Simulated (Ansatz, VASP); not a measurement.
Ba: VASP beside Ansatz

```xyz
1
Lattice="3.8124 0.0000 0.0000 0.0000 3.8124 0.0000 0.0000 0.0000 3.8124" Properties=species:S:1:pos:R:3 pbc="T T T"
Ba    0.0000    0.0000    0.0000
```

Alike in both runs: functional PBEsol; k mesh 10 × 10 × 10; occupations gaussian, width 0.1 eV; no spin polarisation.

Ansatz relaxed the structure, and its values are those at the end. VASP's run is a single point on that final structure, the one shown.

|  | VASP | Ansatz |
| --- | --- | --- |
| version | VASP 6.6.1 | Ansatz 0.2.0 |
| potentials or method | VASP PAW PBE potentials, release 64 (Ba_sv), cutoff 500 eV | scalar-relativistic, plane waves, PAW |
| valence electrons in the cell | 10 | 10 |

Ansatz gave:

- gap on the k mesh at the Fermi level (eV): none
- pressure (GPa): 0.0

What did VASP give for the same quantities?

gap on the k mesh at the Fermi level (eV): none; pressure (GPa): 0.2.

VASP's potentials were made for PBE, not for PBEsol. A gap of «none» marks a metal or a gap that the smearing closes. The functional is the same, so the differences come from potentials, cutoffs and numerics.

Neither program's run includes spin-orbit coupling.
